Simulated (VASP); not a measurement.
# Ho3N: single point with PBE

The system is Ho3N.

```
Ho N
1.0
     4.93212    0.00000    0.00000
    -2.46606    4.27134    0.00000
     0.00000    0.00000    4.40098
Ho N
3 1
Direct
  0.00000 0.00000 0.50000
  0.33333 0.66667 0.00000
  0.66667 0.33333 0.00000
  0.00000 0.00000 0.00000
```

The cell was built from a structure type or drawn by symmetry, and may not be a known phase.

* Program: VASP 6.6.1
* Task: single point
* Functional: PBE
* Potentials or basis: VASP PAW PBE potentials, release 64 (Ho_3, N), 4f in core
* Cutoff: 600 eV
* k mesh: 5 × 5 × 4
* Occupations: gaussian, width 0.2 eV
* Spin: no spin polarisation
* Dipole correction: no
* Mended: yes
* Further INCAR settings: ALGO = Normal; EDIFF = 1e-06; NBANDS = 24

```json
{"Pressure": "1.2 GPa", "Band gap on the k mesh": "zero (bands 16 and 17 overlap by 1.89 eV)"}
```

Stress tensor (GPa, compression positive):
```
0.95 0.00 0.00
0.00 0.95 0.00
0.00 0.00 1.83
```

Levels at points of the mesh, in eV from the Fermi level:
| k point | band 13 | band 14 | band 15 | band 16 | band 17 | band 18 | band 19 | band 20 |
| --- | --- | --- | --- | --- | --- | --- | --- | --- |
| (0.00, 0.00, 0.00) | -3.52 | -1.02 | 0.47 | 1.07 | 1.07 | 1.17 | 1.17 | 1.63 |
| (0.00, 0.00, 0.50) | -4.13 | -1.49 | -0.83 | -0.82 | -0.82 | 2.37 | 2.37 | 2.76 |

Run time: 46 s on 1 thread of Intel(R) Xeon(R) Platinum 8259CL CPU @ 2.50GHz (Skylake/Cascade Lake), with other jobs on the host, peak memory 0.24 GiB.

Caveat: spin-orbit coupling is left out, which moves the levels of the heavy elements; the 4f electrons are frozen in the core, so they carry no moment and show no levels; the run has no spin polarisation, though such a crystal can be magnetic. Spin polarisation is off, so any magnetic state and its effect on volume and gap are missing.
